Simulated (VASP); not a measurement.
Crystal: Ti2OsC6.

```
Ti Os C
1.0
     0.00000    3.98540    3.98540
     3.98540    0.00000    3.98540
     3.98540    3.98540    0.00000
Ti Os C
2 1 6
Direct
  0.25000 0.25000 0.25000
  0.75000 0.75000 0.75000
  0.50000 0.50000 0.50000
  0.71693 0.28307 0.28307
  0.28307 0.71693 0.71693
  0.28307 0.71693 0.28307
  0.71693 0.28307 0.71693
  0.28307 0.28307 0.71693
  0.71693 0.71693 0.28307
```

The cell was generated, and may not be a known phase.

```yaml
Program: VASP 6.6.1
Task: relaxation of cell and atoms
Functional: PBE
Potentials_or_basis: VASP PAW PBE potentials, release 64 (Ti_sv, Os, C)
Cutoff: 600 eV
k_mesh: 4 × 4 × 4
Occupations: gaussian, width 0.1 eV
Spin: no spin polarisation
```

At the start: pressure 31.1 GPa; volume 14.07 Å³/atom.

Problem. How do energy, volume and symmetry change on relaxing?

Solution. Over 26 steps the energy falls by 2259.3 meV/atom and the volume is 8.40 Å³/atom (-40.3 %); space group Fm-3m (No. 225, to 0.1 Å) before and after.

Step by step:
```
step  energy change (eV)  largest force (eV/Å)  pressure (GPa)  volume (Å³)
   1              0.0000               12.8853           31.10       126.60
   2              3.6359                0.6499          -32.39       183.52
   3             -0.2638                1.4253          -34.65       169.27
   4             -3.8891                1.4514          -34.18       157.60
   5             -7.5199                0.9552          -22.70       141.54
   6             -7.5573                2.3592          -16.21       137.74
   7             -7.6081                1.6996          -19.25       139.37
   8            -12.1050                2.5682          -17.43       113.79
   9            -11.5561                5.4348          172.70        56.15
  10            -14.6058                5.6897            9.54        90.42
  11            -15.7023                7.0606           55.64        71.93
  12            -16.5593                6.1138           57.01        69.79
  13            -17.5510                2.7378           76.34        63.62
  14            -17.6114                3.9020           68.15        65.08
  15            -18.4191                3.3243           52.27        66.97
  16            -19.8225                1.9449           15.15        72.85
  17            -19.4154                0.3072          -23.82        85.63
  18            -20.0753                1.0405           -4.70        77.96
  19            -20.0810                1.1401           -2.59        77.30
  20            -20.1243                1.0521           -2.37        77.04
  21            -20.2329                0.8030           -1.38        76.25
  22            -20.3248                0.0172            3.35        74.70
  23            -20.3261                0.1533            2.54        74.90
  24            -20.3263                0.1220            2.72        74.85
  25            -20.3326                0.0533            1.01        75.29
  26            -20.3337                0.0100           -0.08        75.57
```

Final structure:
```
Ti Os C
1.0
     0.00000    3.35560    3.35560
     3.35560    0.00000    3.35560
     3.35560    3.35560    0.00000
Ti Os C
2 1 6
Direct
  0.25000 0.25000 0.25000
  0.75000 0.75000 0.75000
  0.50000 0.50000 0.50000
  0.81477 0.18523 0.18523
  0.18523 0.81477 0.81477
  0.18523 0.81477 0.18523
  0.81477 0.18523 0.81477
  0.18523 0.18523 0.81477
  0.81477 0.81477 0.18523
```

Caveat: the volume moved by over 15 % at a fixed basis, so the end points are rough.
